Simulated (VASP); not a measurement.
The system is MgO.

```
Mg O
1.0
     0.00000    2.30604    2.30604
     2.30604    0.00000    2.30604
     2.30604    2.30604    0.00000
Mg O
1 1
Direct
  0.00000 0.00000 0.00000
  0.25000 0.25000 0.25000
```

| Item | Value |
| --- | --- |
| Program | VASP 6.6.1 |
| Task | relaxation of cell and atoms |
| Functional | PBEsol |
| Potentials or basis | VASP PAW PBE potentials, release 64 (Mg, O) |
| Cutoff | 600 eV |
| k mesh | 8 × 8 × 8 |
| Occupations | fermi-dirac, width 0.02 eV |
| Spin | no spin polarisation |

At the start: pressure -3.2 GPa; volume 12.26 Å³/atom.

**Question.** Where does the relaxation end?

**Answer.** Over 3 steps the energy falls by 3.5 meV/atom and the volume is 11.93 Å³/atom (-2.7 %); space group F-43m (No. 216, to 0.05 Å).

The path:
| step | energy change (eV) | largest force (eV/Å) | pressure (GPa) | volume (Å³) |
| --- | --- | --- | --- | --- |
| 1 | 0.0000 | 0.0000 | -3.21 | 24.53 |
| 2 | -0.0063 | 0.0000 | 0.99 | 23.66 |
| 3 | -0.0069 | 0.0000 | 0.00 | 23.85 |

Final structure:
```cif
data_structure
_symmetry_space_group_name_H-M 'P 1'
_symmetry_Int_Tables_number 1
_cell_length_a 3.2311
_cell_length_b 3.2311
_cell_length_c 3.2311
_cell_angle_alpha 60.000
_cell_angle_beta 60.000
_cell_angle_gamma 60.000
_cell_volume 23.85
loop_
_atom_site_label
_atom_site_type_symbol
_atom_site_fract_x
_atom_site_fract_y
_atom_site_fract_z
_atom_site_occupancy
Mg1 Mg 0.00000 0.00000 0.00000 1
O1 O 0.25000 0.25000 0.25000 1
```

Caveat: the PAW data sets were made with another functional, which shifts forces and pressure a little.
